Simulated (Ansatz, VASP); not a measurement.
## BAs: VASP beside Ansatz

File INCAR:

```
SYSTEM = BAs
PREC = Accurate ; ENCUT = 520
EDIFF = 1E-6 ; ISMEAR = -1
SIGMA = 0.05 ; LREAL = .False.
LASPH = .True. ; NELM = 80
ALGO = Normal ; ISIF = 2
LWAVE = .False. ; LCHARG = .True.
GGA = PE ; LELF = .True.
LVHAR = .True. ; NBANDS = 11
```

File KPOINTS:

```
regular mesh
0
Gamma
  12 8 6
  0 0 0
```

POSCAR

```
BAs
1.0
    2.1275493300      0.0000000000      0.0000000000
    0.0000000000      3.1740629400      0.0000000000
    0.0000000000      0.0000000000      4.9509801800
B As
1 1
Direct
    0.0000000000      0.5000000000      0.0000000000
    0.5000000000      0.5000000000      0.5000000000
```

input.yaml

```yaml
crystal:
  lattice:
    - [2.12754933, 0.0, 0.0]
    - [0.0, 3.17406294, 0.0]
    - [0.0, 0.0, 4.95098018]
  atoms:
    - { symbol: B, position: [0.0, 0.5, 0.0] }
    - { symbol: As, position: [0.5, 0.5, 0.5] }
kpoints:
  mp_grid: { grid: [12, 8, 6] }
scf:
  occupations: { method: fermi_dirac, width: 0.05 }
hamiltonian:
  xc: pbe
  pseudopotentials: { kind: all_electron, lapw: { basis_error: 0.0005 } }
output:
  forces: true
  stress: true
  eigenvalues: true
```

Alike in both runs: task single point; functional PBE; k mesh 12 × 8 × 6; occupations fermi-dirac, width 0.05 eV; no spin polarisation.

|  | VASP | Ansatz |
| --- | --- | --- |
| version | VASP 6.6.1 | Ansatz 0.2.0 |
| potentials or method | VASP PAW PBE potentials, release 64 (B, As), cutoff 520 eV | all-electron LAPW, scalar-relativistic |

Ansatz gave:

```
gap on the k mesh at the Fermi level (eV)                     : none
pressure (GPa)                                                : 5.6
traceless stress, the component that is largest in VASP (GPa) : 23.68
```

Task: What did VASP give for the same quantities?

Result: gap on the k mesh at the Fermi level (eV): none; pressure (GPa): 6.1; traceless stress, the component that is largest in VASP (GPa): 24.62.

A gap of «none» marks a metal or a gap that the smearing closes. Ansatz ran all-electron here, and VASP with PAW potentials.
